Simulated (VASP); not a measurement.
Set up this calculation in VASP 6.6.1, as the native input.

- Task: single point
- Functional: PBE
- Potentials or basis: VASP PAW PBE potentials, release 64 (Ba_sv, Ti_sv, O)
- Cutoff: 520 eV
- k mesh: 4 × 4 × 4
- Occupations: fermi-dirac, width 0.05 eV
- Spin: no spin polarisation
- Hubbard terms: Ti d U = 1.0 eV
- Dipole correction: no
- Further INCAR settings: ALGO = Normal; EDIFF = 1e-06; NBANDS = 28

The structure of BaTiO3 lies in POSCAR:

```
BaTiO3
1.0
    3.9998000000      0.0000000000      0.0000000000
    0.0000000000      3.9998000000      0.0000000000
    0.0000000000      0.0000000000      4.0180000000
Ba Ti O
1 1 3
Direct
    0.0000000000      0.0000000000      0.0000000000
    0.5000000000      0.5000000000      0.4900000000
    0.5000000000      0.5000000000      0.0190000000
    0.5000000000      0.0000000000      0.5170000000
    0.0000000000      0.5000000000      0.5170000000
```

These files were run (other wordings do the same):

INCAR

```
  PREC = Accurate
  ENCUT = 520
  EDIFF = 1E-6
  ISMEAR = -1
  SIGMA = 0.05
  LREAL = False
  LASPH = True
  NELM = 150
  ALGO = Normal
  ISIF = 2
  LWAVE = False
  LCHARG = True
  LMAXMIX = 4
  LDAU = True
  LDAUTYPE = 2
  LDAUL = -1 2 -1
  LDAUU = 0 1 0
  LDAUJ = 0 0 0
  LDAUPRINT = 1
  GGA = PE
  LELF = True
  LVHAR = True
  NBANDS = 28
```

KPOINTS

```
regular mesh
0
Gamma
  4 4 4
```

Potentials or basis: VASP PAW PBE potentials, release 64 (Ba_sv, Ti_sv, O).

The run is started by

```console
$ cat potpaw_PBE.64/Ba_sv/POTCAR potpaw_PBE.64/Ti_sv/POTCAR potpaw_PBE.64/O/POTCAR > POTCAR
$ mpirun -np 1 vasp_std > vasp.out
```

Results of the run:

```json
{
 "Pressure": "5.1 GPa",
 "Largest force": "0.169 eV/Å",
 "Band gap on the k mesh": "1.87 eV, indirect (least direct gap 2.17 eV)"
}
```

Caveat: spin-orbit coupling is left out, which moves the levels of the heavy elements.

Run time: 45 s on 1 thread of Intel(R) Xeon(R) Platinum 8175M CPU @ 2.50GHz (Skylake/Cascade Lake) (shared host), peak memory 0.18 GiB.
